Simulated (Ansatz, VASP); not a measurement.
**One calculation of Pt, two programs**

The input POSCAR:

```
Pt
1.0
    2.8986988966      0.0000000000      0.0000000000
   -1.4493494483      2.5103468823      0.0000000000
    0.0000000000      0.0000000000      4.9119373500
Pt
2
Direct
    0.6666666667      0.3333333333      0.7500000000
    0.3333333333      0.6666666667      0.2500000000
```

INCAR.step1

```
SYSTEM = Pt
PREC = Accurate ; ENCUT = 520
ISMEAR = 0 ; SIGMA = 0.15
LREAL = .False. ; LASPH = .True.
NELM = 60 ; NBANDS = 17
GGA = PE ; ALGO = Normal
EDIFF = 1E-4 ; LWAVE = .True.
LCHARG = .False.
```

The input INCAR.step2:

```
SYSTEM = Pt
PREC = Accurate ; ENCUT = 520
EDIFF = 1E-6 ; ISMEAR = 0
SIGMA = 0.15 ; LREAL = .False.
LASPH = .True. ; NELM = 60
ALGO = Normal ; ISIF = 2
LWAVE = .False. ; LCHARG = .True.
METAGGA = R2SCAN ; LMIXTAU = .True.
LELF = .True. ; LVHAR = .True.
NBANDS = 17 ; ISTART = 1
```

KPOINTS

```
Automatic mesh
0
Gamma
  18 18 10
  0 0 0
```

Input for Ansatz:

```yaml
crystal:
  lattice:
    - [2.8986988966, 0.0, 0.0]
    - [-1.4493494483, 2.5103468823, 0.0]
    - [0.0, 0.0, 4.91193735]
  atoms:
    - { symbol: Pt, position: [0.6666666667, 0.3333333333, 0.75] }
    - { symbol: Pt, position: [0.3333333333, 0.6666666667, 0.25] }
basis:
  ecutwfc: 500
kpoints:
  mp_grid: { grid: [18, 18, 10] }
hamiltonian:
  xc: r2scan
scf:
  occupations: { method: gaussian, width: 0.15 }
output:
  forces: true
  stress: true
  eigenvalues: true
```

Change from the starting cell: strain +0.050 along x and y, +0.025 along z, atoms carried along.

Alike in both runs: task single point; functional r2SCAN; k mesh 18 × 18 × 10; occupations gaussian, width 0.15 eV; no spin polarisation.

|  | VASP | Ansatz |
| --- | --- | --- |
| version | VASP 6.6.1 | Ansatz 0.2.0 |
| potentials or method | VASP PAW PBE potentials, release 64 (Pt), cutoff 520 eV | scalar-relativistic, plane waves, PAW |
| valence electrons in the cell | 20 | 36 |

Ansatz gave:

```
gap on the k mesh at the Fermi level (eV)                     : none
pressure (GPa)                                                : -26.3
traceless stress, the component that is largest in VASP (GPa) : 3.77
```

What did VASP give for the same quantities?

gap on the k mesh at the Fermi level (eV): none; pressure (GPa): -26.1; traceless stress, the component that is largest in VASP (GPa): 3.64.

VASP's potentials were made for PBE, not for r2SCAN. A gap of «none» marks a metal or a gap that the smearing closes. With one functional, cell and mesh, what is left measures potentials, basis and numerics. VASP's potentials hold 20 valence electrons a cell and Ansatz's 36, so a difference there can come from the potentials and not from the codes.

Neither program's run includes spin-orbit coupling.
